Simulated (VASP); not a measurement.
Runs of VASP 6.6.1 on Au. The structure is that of space group Fm-3m (No. 225), or close to it. The cells are those of the table. 

| cell | gap on the mesh (eV) | pressure (GPa) |
| --- | --- | --- |
| a = 2.828, b = 2.828, c = 2.849 Å, angles 59.7, 59.7, 60.5°, 1 atom | none | 20.7 |
| a = 2.850, b = 2.850, c = 2.893 Å, angles 59.5, 59.5, 61.0°, 1 atom | none | (a) |
| a = 2.806 Å, angles 60.0°, 1 atom | none | 29.2 |
| a = 2.980 Å, angles 60.0°, 1 atom | none | -5.2 |
| a = 2.894, b = 2.894, c = 2.806 Å, angles 61.0, 61.0, 58.0°, 1 atom | none | (b) |

Alike in all rows: task single point; level PBE; potentials or basis VASP PAW PBE potentials, release 64 (Au); no spin polarisation; k mesh 20 × 20 × 20; cutoff (eV) 520; smearing gaussian 0.15 eV.

Q: Fill in the values left out.

A: (a) 13.7; (b) 14.1.

Caveats: spin-orbit coupling is left out, which moves the levels of the heavy elements; the cell stands under pressure (at least some runs); the cell stands under tension (at least some runs).

A k mesh can miss the band edges, and the runs leave out spin-orbit coupling on Au.

A gap of «none» marks levels without a gap at the run's occupations.
